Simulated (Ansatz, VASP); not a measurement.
Sb in VASP and in Ansatz

INCAR

```
SYSTEM = Sb
PREC     = Accurate       ! precision mode
ENCUT    = 520            ! plane-wave cutoff, eV
EDIFF    = 1E-6           ! SCF threshold, eV
ISMEAR   = 0              ! smearing method
SIGMA    = 0.15           ! smearing width, eV
LREAL    = .FALSE.        ! projectors in reciprocal space
LASPH    = .TRUE.         ! aspherical terms in the spheres
NELM     = 100            ! most SCF steps
ALGO     = Normal         ! electronic algorithm
ISIF     = 2              ! what is computed and relaxed
LWAVE    = .FALSE.        ! write WAVECAR
LCHARG   = .FALSE.        ! write CHGCAR
GGA      = PS             ! functional
NBANDS   = 8              ! bands
```

The input KPOINTS:

```
regular mesh
0
G
  18 18 18
  0 0 0
```

File POSCAR:

```
Sb
1.0
   -1.8713408863      1.8713408863      1.8713408863
    1.8713408863     -1.8713408863      1.8713408863
    1.8713408863      1.8713408863     -1.8713408863
Sb
1
Direct
    0.0000000000      0.0000000000      0.0000000000
```

Input for Ansatz:

```yaml
crystal:
  lattice:
    - [-1.8713408863, 1.8713408863, 1.8713408863]
    - [1.8713408863, -1.8713408863, 1.8713408863]
    - [1.8713408863, 1.8713408863, -1.8713408863]
  atoms:
    - { symbol: Sb, position: [0.0, 0.0, 0.0] }
basis:
  ecutwfc: 420
kpoints:
  mp_grid: { grid: [18, 18, 18] }
hamiltonian:
  xc: pbesol
scf:
  occupations: { method: gaussian, width: 0.15 }
output:
  forces: true
  stress: true
  eigenvalues: true
```

Alike in both runs: task single point; functional PBEsol; k mesh 18 × 18 × 18; occupations gaussian, width 0.15 eV; no spin polarisation.

```csv
,VASP,Ansatz
version,VASP 6.6.1,Ansatz 0.2.0
potentials or method,"VASP PAW PBE potentials, release 64 (Sb), cutoff 520 eV","scalar-relativistic, plane waves, PAW"
valence electrons in the cell,5,15
```

|  | VASP | Ansatz | Ansatz less VASP |
| --- | --- | --- | --- |
| gap on the k mesh at the Fermi level (eV) | none | none | - |
| pressure (GPa) | -0.7 | -0.7 | 0.00 |

VASP's potentials were made for PBE, not for PBEsol. A gap of «none» marks a metal or a gap that the smearing closes. VASP's potentials hold 5 valence electrons a cell and Ansatz's 15, so a difference there can come from the potentials and not from the codes.

Neither program's run includes spin-orbit coupling.
